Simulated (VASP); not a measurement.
BaTe, 2 atoms in the cell. It takes space group Fm-3m (No. 225, cubic). The conventional cell has a = 6.848 Å, b = 6.848 Å, c = 6.848 Å, α = 90.00°, β = 90.00°, γ = 90.00°. Ba (site symmetry m-3m) has 6 Te at 3.42 Å within 4.5 Å. Te (site symmetry m-3m) has 6 Ba at 3.42 Å within 4.5 Å. 

| Item | Value |
| --- | --- |
| Program | VASP 6.6.1 |
| Task | single point |
| Functional | PBE |
| Potentials or basis | VASP PAW PBE potentials, release 64 (Ba_sv, Te) |
| Cutoff | 520 eV |
| k mesh | 8 × 8 × 8 |
| Occupations | gaussian, width 0.02 eV |
| Spin | no spin polarisation |
| Dipole correction | no |
| Further INCAR settings | ALGO = Normal; EDIFF = 1e-06; NBANDS = 15 |

Potentials or basis: VASP PAW PBE potentials, release 64 (Ba_sv, Te).

The run is started by

```sh
$ cat potpaw_PBE.64/Ba_sv/POTCAR potpaw_PBE.64/Te/POTCAR > POTCAR
$ mpirun -np 1 vasp_std > vasp.out
```

Hardware: 1 thread of Intel(R) Xeon(R) Platinum 8488C (Sapphire Rapids), on a shared host.

Q: How long does it take, and how much memory?

A: Wall time 34 s on 1 thread of Intel(R) Xeon(R) Platinum 8488C (Sapphire Rapids), with other jobs on the host, peak memory 0.21 GiB. Counts: scf iterations 13, k points 29.
